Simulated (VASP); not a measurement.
Here is a VASP 6.6.1 calculation.

File POSCAR:

```
PtSe
1.0
    3.7018703300      0.0000000000      0.0000000000
   -1.8509351600      3.2059137500      0.0000000000
    0.0000000000      0.0000000000      3.6128420300
Pt Se
1 1
Direct
    0.0000000000      0.0000000000      0.0000000000
    0.6666666667      0.3333333333      0.5000000000
```

The input INCAR.step1:

```
ALGO     = Normal         # electronic algorithm
EDIFF    = 1E-5           # SCF threshold, eV
ENCUT    = 400            # plane-wave cutoff, eV
GGA      = PE             # functional
GGA_COMPAT= F            
ISIF     = 2              # what is computed and relaxed
ISMEAR   = -1             # smearing method
LASPH    = T              # aspherical terms in the spheres
LCHARG   = F              # write CHGCAR
LREAL    = F              # projectors in reciprocal space
LWAVE    = T              # write WAVECAR
NBANDS   = 15             # bands
NELM     = 120            # most SCF steps
PREC     = Accurate       # precision mode
SIGMA    = 0.05           # smearing width, eV
```

The input INCAR.step2:

```
AEXX     = 0.15           # exact-exchange fraction
ALGO     = Normal         # electronic algorithm
EDIFF    = 1E-6           # SCF threshold, eV
ENCUT    = 400            # plane-wave cutoff, eV
GGA      = PE             # functional
GGA_COMPAT= F            
HFSCREEN = 0.2            # screening, 1/A
ISIF     = 2              # what is computed and relaxed
ISMEAR   = -1             # smearing method
ISTART   = 1            
LASPH    = T              # aspherical terms in the spheres
LCHARG   = F              # write CHGCAR
LHFCALC  = T              # exact exchange
LREAL    = F              # projectors in reciprocal space
LWAVE    = F              # write WAVECAR
NBANDS   = 15             # bands
NELM     = 120            # most SCF steps
PREC     = Accurate       # precision mode
PRECFOCK = Normal       
SIGMA    = 0.05           # smearing width, eV
```

KPOINTS

```
k-points
0
Gamma
  4 4 4
```

Potentials or basis: VASP PAW PBE potentials, release 64 (Pt, Se).

The run is started by

```bash
$ cat potpaw_PBE.64/Pt/POTCAR potpaw_PBE.64/Se/POTCAR > POTCAR
$ cp INCAR.step1 INCAR
$ mpirun -np 1 vasp_std > vasp.out
$ cp INCAR.step2 INCAR
$ mpirun -np 1 vasp_std > vasp.out
```

Task: Predict the band gap on the k mesh.

Result: Zero (bands 8 and 9 overlap by 0.74 eV).

Task: Estimate the pressure.

Result: -14.1 GPa.

Stress tensor (GPa, compression positive):
```
-12.32   0.00   0.00
  0.00 -12.32   0.00
  0.00   0.00 -17.80
```

Caveat: the k points lie up to 0.49 Å⁻¹ apart, too coarse for converged energies and pressures of a metal; the PAW data sets were made with another functional, which shifts forces and pressure a little; spin-orbit coupling is left out, which moves the levels of the heavy elements.
